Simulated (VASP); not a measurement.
Crystal: LiCl.

```xyz
2
Lattice="0.0000 2.6363 2.5560 2.6363 0.0000 2.5560 2.6363 2.6363 0.0000" Properties=species:S:1:pos:R:3 pbc="T T T"
Li    0.0000    0.0000    0.0000
Cl    2.6363    2.6363    2.5560
```

This cell differs from its parent crystal: biaxial xy strain +3.1%.

Program: VASP 6.6.1. Alike in all runs: task single point; potentials or basis VASP PAW PBE potentials, release 64 (Li_sv, Cl); no spin polarisation; cell as given; cutoff (eV) 520. Hardware: 1 thread of Oxide Virtual Turin-like Processor, with other jobs on the host.

**Question.** Order these runs on this cell by their wall time, lowest first.
A. level HSE06; k mesh 6 × 6 × 6; smearing gaussian 0.01 eV; grid for exact exchange (PRECFOCK) Normal; screening parameter 0.2079 1/Å
B. level PBE; k mesh 8 × 8 × 8; smearing fermi-dirac 0.02 eV
C. level r2SCAN; k mesh 8 × 8 × 8; smearing gaussian 0.01 eV

**Answer.** B (40 s), C (110 s), A (2100 s).
